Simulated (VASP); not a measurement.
Here is a VASP 6.6.1 calculation.

Contents of POSCAR:

```
AlGa3N4
1.0
    3.1929258782      0.0000000000      0.0000000000
    0.0000000000      3.1929258782      0.0000000000
    0.0000000000      0.0000000000      9.0066911826
Al Ga N
1 3 4
Direct
    0.5000000000      0.5000000000      0.0000000000
    0.0000000000      0.0000000000      0.7545476341
    0.0000000000      0.0000000000      0.2454523659
    0.5000000000      0.5000000000      0.5000000000
    0.5000000000      0.0000000000      0.8830153804
    0.0000000000      0.5000000000      0.1169846196
    0.5000000000      0.0000000000      0.3728708887
    0.0000000000      0.5000000000      0.6271291113
```

File INCAR.step1:

```
SYSTEM = AlGa3N4
  PREC = Accurate
  ENCUT = 520
  ISMEAR = 0
  SIGMA = 0.02
  LREAL = .False.
  LASPH = .True.
  NELM = 60
  NBANDS = 41
  GGA = PE
  ALGO = Normal
  EDIFF = 1E-4
  LWAVE = .True.
  LCHARG = .False.
```

Contents of INCAR.step2:

```
SYSTEM = AlGa3N4
  PREC = Accurate
  ENCUT = 520
  EDIFF = 1E-7
  ISMEAR = 0
  SIGMA = 0.02
  LREAL = .False.
  LASPH = .True.
  NELM = 60
  ALGO = Normal
  ISIF = 2
  LWAVE = .False.
  LCHARG = .False.
  METAGGA = R2SCAN
  LMIXTAU = .True.
  NBANDS = 41
  ISTART = 1
```

Contents of KPOINTS:

```
regular mesh
0
Gamma
  8 8 4
  0 0 0
```

Potentials or basis: VASP PAW PBE potentials, release 64 (Al, Ga_d, N).

The run is started by

```bash
$ cat potpaw_PBE.64/Al/POTCAR potpaw_PBE.64/Ga_d/POTCAR potpaw_PBE.64/N/POTCAR > POTCAR
$ cp INCAR.step1 INCAR
$ mpirun -np 1 vasp_std > vasp.out
$ cp INCAR.step2 INCAR
$ mpirun -np 1 vasp_std > vasp.out
```

**Question.** Predict the pressure.

**Answer.** -5.2 GPa.

**Question.** Estimate the largest force.

**Answer.** 0.024 eV/Å.

**Question.** Estimate the band gap on the k mesh.

**Answer.** 2.49 eV.

Forces in eV/Å, atoms in the order of the input:
```
Al   0.000  0.000  0.000
Ga   0.000  0.000 -0.024
Ga   0.000  0.000  0.024
Ga   0.000  0.000  0.000
N    0.000  0.000 -0.002
N    0.000  0.000  0.002
N    0.000  0.000 -0.003
N    0.000  0.000  0.003
```

Caveat: the cell stands under tension; the PAW data sets were made with another functional, which shifts forces and pressure a little. A k mesh can miss the band edges.
